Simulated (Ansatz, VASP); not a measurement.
**PtSe2: VASP beside Ansatz**

```xyz
3
Lattice="3.7240 0.0000 0.0000 -1.8620 3.2251 0.0000 0.0000 0.0000 5.0620" Properties=species:S:1:pos:R:3 pbc="T T T"
Pt    0.0000    0.0000    0.0000
Se    1.8620    1.0750    3.7965
Se    0.0000    2.1501    1.2655
```

Alike in both runs: task single point; functional LDA; k mesh 8 × 8 × 5; occupations fermi-dirac, width 0.05 eV; no spin polarisation.

```csv
,VASP,Ansatz
version,VASP 6.6.1,Ansatz 0.2.0
potentials or method,"VASP PAW LDA potentials, release 64 (Pt, Se)",JTH PAW LDA
plane-wave cutoff (eV),520,750
valence electrons in the cell,22,22
```

Ansatz gave:

| Property | Result |
| --- | --- |
| gap on the k mesh at the Fermi level (eV) | none |
| pressure (GPa) | -0.1 |
| traceless stress, the component that is largest in VASP (GPa) | -0.76 |
| rms of the force components (eV/Å) | 0.120 |

**Question.** Which values does VASP return?

**Answer.** gap on the k mesh at the Fermi level (eV): none; pressure (GPa): -0.1; traceless stress, the component that is largest in VASP (GPa): -0.79; rms of the force components (eV/Å): 0.117.

LDA's correlation is that of Perdew and Zunger in VASP and of Perdew and Wang (1992) in Ansatz. Atom by atom the forces differ by 0.003 eV/Å (rms over components). A gap of «none» marks a metal or a gap that the smearing closes.

Spin-orbit coupling is off throughout.
